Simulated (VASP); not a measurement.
# KF (Pm-3m) in VASP: further runs, part 2 of 2

VASP 6.6.1. The steps go on from the part before.

## Step 4: Relaxation of cell and atoms, LDA

This run uses another cell than the first one, of 17.31 Å³/atom.

Contents of INCAR:

```
ALGO = Normal
EDIFF = 1E-7
EDIFFG = -0.005
ENCUT = 600
GGA = CA
GGA_COMPAT = False
IBRION = 2
ISIF = 3
ISMEAR = -1
LASPH = True
LCHARG = False
LREAL = False
LWAVE = False
NELM = 120
NELMIN = 4
NSW = 70
PREC = Accurate
SIGMA = 0.02
```

Contents of KPOINTS:

```
k-points
0
Gamma
  9 9 9
```

Contents of POSCAR:

```
KF
1.0
    3.2589550000      0.0000000000      0.0000000000
    0.0000000000      3.2589550000      0.0000000000
    0.0000000000      0.0000000000      3.2589550000
K F
1 1
Direct
    0.0000000000      0.0000000000      0.0000000000
    0.5000000000      0.5000000000      0.5000000000
```

Potentials or basis: VASP PAW LDA potentials, release 64 (K_sv, F).

The run is started by

```sh
> cat potpaw_LDA.64/K_sv/POTCAR potpaw_LDA.64/F/POTCAR > POTCAR
> mpirun -np 1 vasp_std > vasp.out
```

OUTCAR:

```text
EDIFF = 1E-7
   EDIFFG = -0.005
   ENCUT = 600
   GGA = CA
   IBRION = 2
   ISIF = 3
   ISMEAR = -1
   LASPH = True
   LREAL = False
   NELM = 120
   NELMIN = 4
   NSW = 70
   PREC = Accurate

 ion  position               nearest neighbor table
   1  0.000  0.000  0.000-   2 2.82   2 2.82   2 2.82   2 2.82   2 2.82   2 2.82   2 2.82   2 2.82

   2  0.500  0.500  0.500-   1 2.82   1 2.82   1 2.82   1 2.82   1 2.82   1 2.82   1 2.82   1 2.82

  LATTYP: Found a simple cubic cell.
 ALAT       =     3.2589550000

  Lattice vectors:

 A1 = (   3.2589550000,   0.0000000000,   0.0000000000)
 A2 = (   0.0000000000,   3.2589550000,   0.0000000000)
 A3 = (   0.0000000000,   0.0000000000,   3.2589550000)

Analysis of symmetry for initial positions (statically):
=====================================================================
 Subroutine PRICEL returns:
 Original cell was already a primitive cell.

 Routine SETGRP: Setting up the symmetry group for a
 simple cubic supercell.

 Subroutine GETGRP returns: Found 48 space group operations
 (whereof 48 operations were pure point group operations)
 out of a pool of 48 trial point group operations.

The static configuration has the point symmetry O_h .

[... 142 lines left out ...]
   LRPA    =     F    only Hartree local field effects (RPA)
 conjugate gradient relaxation of ions
 non-spin polarized calculation
  energy-cutoff  :      600.00
  volume of cell :       34.61
 maximum number of plane-waves:      1189
 NGX is ok and might be reduce to    28
   NGX = 13   NGY = 13   NGZ = 13

--------------------------------------- Ionic step        1  -------------------------------------------

 number of electron      16.0000012 magnetization

 Free energy of the ion-electron system (eV)
  ---------------------------------------------------
  ext. energy  EPLUGINS =         0.00000000
  ---------------------------------------------------
  free energy    TOTEN  =        -8.87051977 eV

  energy without entropy =       -8.87051977  energy(sigma->0) =       -8.87051977

 E-fermi :  -2.0276     XC(G=0):  -9.7257

 val. band max:       -2.4736778188   @ k =   0.4444   0.4444   0.0000
 cond. band min:       3.4494608540   @ k =   0.0000   0.0000   0.0000
 fundamental gap:      5.9231386728
 Fermi energy:        -2.0276061617
[... 830 lines left out ...]
  FREE ENERGIE OF THE ION-ELECTRON SYSTEM (eV)
  ---------------------------------------------------
  free  energy   TOTEN  =        -8.9799394796 eV

  energy  without entropy=       -8.9799394796  energy(sigma->0) =       -8.97993948

[... ionic steps 4 to 14 ...]

--------------------------------------- Ionic step       15  -------------------------------------------

 number of electron      16.0000002 magnetization

------------------------ aborting loop because EDIFF is reached ----------------------------------------
[... 67 lines left out ...]
--------------------------------------- Ionic step       17  -------------------------------------------

 number of electron      16.0000002 magnetization

 Free energy of the ion-electron system (eV)
  ---------------------------------------------------
  ext. energy  EPLUGINS =         0.00000000
  ---------------------------------------------------
  free energy    TOTEN  =        -8.98020335 eV

  energy without entropy =       -8.98020335  energy(sigma->0) =       -8.98020335

 E-fermi :  -1.4180     XC(G=0): -10.5380

 val. band max:       -1.9024388989   @ k =   0.0000   0.0000   0.0000
 cond. band min:       5.2700657215   @ k =   0.0000   0.0000   0.0000
 fundamental gap:      7.1725046204
 Fermi energy:        -1.4180417754
[... 389 lines left out ...]
  FREE ENERGIE OF THE ION-ELECTRON SYSTEM (eV)
  ---------------------------------------------------
  free  energy   TOTEN  =        -8.9802033536 eV

  energy  without entropy=       -8.9802033536  energy(sigma->0) =       -8.98020335

 reached required accuracy - stopping structural energy minimisation
```

OSZICAR:

```text
N       E                     dE             d eps       ncg     rms          rms(c)
DAV:   1     0.134735392452E+03    0.13474E+03   -0.91764E+03   840   0.147E+03
[... 122 lines left out ...]
       N       E                     dE             d eps       ncg     rms          rms(c)
DAV:   1    -0.898028130154E+01   -0.85260E-04   -0.15822E-03   936   0.489E-01    0.669E-02
DAV:   2    -0.898021207449E+01    0.69227E-04   -0.28477E-04   928   0.173E-01    0.172E-02
DAV:   3    -0.898020424297E+01    0.78315E-05   -0.15219E-05  1380   0.464E-02    0.128E-02
DAV:   4    -0.898020315138E+01    0.10916E-05   -0.44020E-06  1512   0.181E-02    0.103E-02
DAV:   5    -0.898020334021E+01   -0.18884E-06   -0.39666E-07  1316   0.505E-03    0.122E-03
DAV:   6    -0.898020335355E+01   -0.13340E-07   -0.64104E-08   692   0.299E-03
  17 F= -.89802034E+01 E0= -.89802034E+01  d E =-.196591E-04
```

CONTCAR:

```text
KF
   1.00000000000000
     3.0880118275785149   -0.0000000000000000    0.0000000000000000
     0.0000000000000000    3.0880118275785149   -0.0000000000000000
    -0.0000000000000000    0.0000000000000000    3.0880118275785149
  K               F
     1     1
Direct
     0.0000000000000000    0.0000000000000000    0.0000000000000000
     0.5000000000000000    0.5000000000000000    0.5000000000000000

  0.00000000E+00  0.00000000E+00  0.00000000E+00
  0.00000000E+00  0.00000000E+00  0.00000000E+00
```

Wall time 2.4 min (1 thread of AMD EPYC 7R43 (Zen 3), shared host); peak memory 0.13 GiB.

What came out:

```yaml
Free_energy: -8.9802 eV
Relaxed_volume: 14.72 Å³/atom
Relaxed_cell: a = 3.088 Å, b = 3.088 Å, c = 3.088 Å, α = 90.00°, β = 90.00°, γ = 90.00°
Space_group_after_relaxing_to_0.1_Å: Pm-3m (No. 221)
Energy_gained_by_relaxing: 54.8 meV/atom
Ionic_steps: 17
Pressure_after_relaxing: 0.0 GPa
Band_gap_on_the_k_mesh: 7.17 eV
```

Step by step:
| step | energy change (eV) | largest force (eV/Å) | pressure (GPa) | volume (Å³) |
| --- | --- | --- | --- | --- |
| 1 | 0.0000 | 0.0000 | -5.73 | 34.61 |
| 2 | -0.0864 | 0.0000 | -3.19 | 31.60 |
| 3 | -0.1094 | 0.0000 | -0.39 | 29.65 |
| 4 | -0.1097 | 0.0000 | 0.06 | 29.39 |
| 5 | -0.1097 | 0.0000 | -0.12 | 29.49 |
| 6 | -0.1097 | 0.0000 | -0.12 | 29.49 |
| 7 | -0.1097 | 0.0000 | -0.12 | 29.49 |
| 8 | -0.1097 | 0.0000 | -0.11 | 29.49 |
| 9 | -0.1097 | 0.0000 | -0.11 | 29.49 |
| 10 | -0.1097 | 0.0000 | -0.11 | 29.49 |
| 11 | -0.1097 | 0.0000 | -0.11 | 29.49 |
| 12 | -0.1097 | 0.0000 | -0.11 | 29.49 |
| 13 | -0.1097 | 0.0000 | -0.11 | 29.49 |
| 14 | -0.1097 | 0.0000 | -0.11 | 29.48 |
| 15 | -0.1097 | 0.0000 | -0.10 | 29.48 |
| 16 | -0.1097 | 0.0000 | -0.08 | 29.47 |
| 17 | -0.1097 | 0.0000 | -0.04 | 29.45 |

Final structure:
```yaml
crystal:
  lattice:
    - [3.08801, 0.00000, 0.00000]
    - [0.00000, 3.08801, 0.00000]
    - [0.00000, 0.00000, 3.08801]
  atoms:
    - { symbol: K, position: [0.00000, 0.00000, 0.00000] }
    - { symbol: F, position: [0.50000, 0.50000, 0.50000] }
```

Levels at points of the mesh, in eV from the valence-band top:
| k point | band 6 | band 7 | band 8 | band 9 | band 10 | band 11 |
| --- | --- | --- | --- | --- | --- | --- |
| (0.00, 0.00, 0.00) | 0.00 | 0.00 | 0.00 | 7.17 | 8.23 | 8.23 |

Caveat: an odd mesh through Γ misses points on the zone boundary, where band edges can lie.
